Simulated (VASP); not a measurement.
Crystal: BaS.

```
Ba S
1.0
     3.83376    0.00000    0.00000
     0.00000    3.83376    0.00000
     0.00000    0.00000    3.83376
Ba S
1 1
Direct
  0.00000 0.00000 0.00000
  0.50000 0.50000 0.50000
```

Base run:

- Program: VASP 6.6.1
- Functional: PBE
- Potentials or basis: VASP PAW PBE potentials, release 64 (Ba_sv, S)
- Cutoff: 520 eV
- k mesh: 6 × 6 × 6
- Occupations: gaussian, width 0.01 eV
- Spin: no spin polarisation

Its results: band gap on the k mesh 1.44 eV (least direct gap 1.55 eV); pressure 1.2 GPa.

Task: The run is repeated on the same cell with these changes: functional from PBE to PBE0; k mesh from 6 × 6 × 6 to 4 × 4 × 4. What comes out?

Result: Band gap on the k mesh 3.06 eV (least direct gap 3.20 eV); pressure 0.4 GPa.

Several settings changed at once.

Caveats: the structure was generated, so it needn't be the stable form of BaS; spin-orbit coupling is left out, which moves the levels of the heavy elements; the PAW data sets were made with another functional, which shifts forces and pressure a little (at least some runs).

A k mesh can miss the band edges.
